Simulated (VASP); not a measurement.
Here is a VASP 6.6.1 calculation.

INCAR

```
PREC = Accurate ; ENCUT = 600
EDIFF = 1E-7 ; ISMEAR = -1
SIGMA = 0.05 ; LREAL = False
LASPH = True ; NELM = 80
ALGO = Normal ; ISIF = 3
LWAVE = False ; LCHARG = False
GGA = PE ; IBRION = 2
NSW = 32 ; EDIFFG = -0.005
PSTRESS = 2700.0
```

The input KPOINTS:

```
Automatic mesh
0
Gamma
  18 18 10
```

File POSCAR:

```
Ir
1.0
    2.4497792463      0.0000000000      0.0000000000
   -1.2248896232      2.1215710610      0.0000000000
    0.0000000000      0.0000000000      3.9914679175
Ir
2
Direct
    0.3333333333      0.6666666667      0.2500000000
    0.6666666667      0.3333333333      0.7500000000
```

Potentials or basis: VASP PAW PBE potentials, release 64 (Ir).

Launch:

```bash
$ cat potpaw_PBE.64/Ir/POTCAR > POTCAR
$ mpirun -np 1 vasp_std > vasp.out
```

Task: What does it give for the band gap on the k mesh?

Result: Zero (bands 9 and 10 overlap by 5.56 eV).

Task: Estimate the space group after relaxing (to 0.1 Å).

Result: P6_3/mmc (No. 194).

Final structure:
```
Ir
1.0
     2.45314    0.00000    0.00000
    -1.22657    2.12448    0.00000
     0.00000    0.00000    3.99705
Ir
2
Direct
  0.33333 0.66667 0.25000
  0.66667 0.33333 0.75000
```

Caveat: the cell is relaxed towards a set pressure, so the run minimises the enthalpy, not the energy; spin-orbit coupling is left out, which moves the levels of the heavy elements.
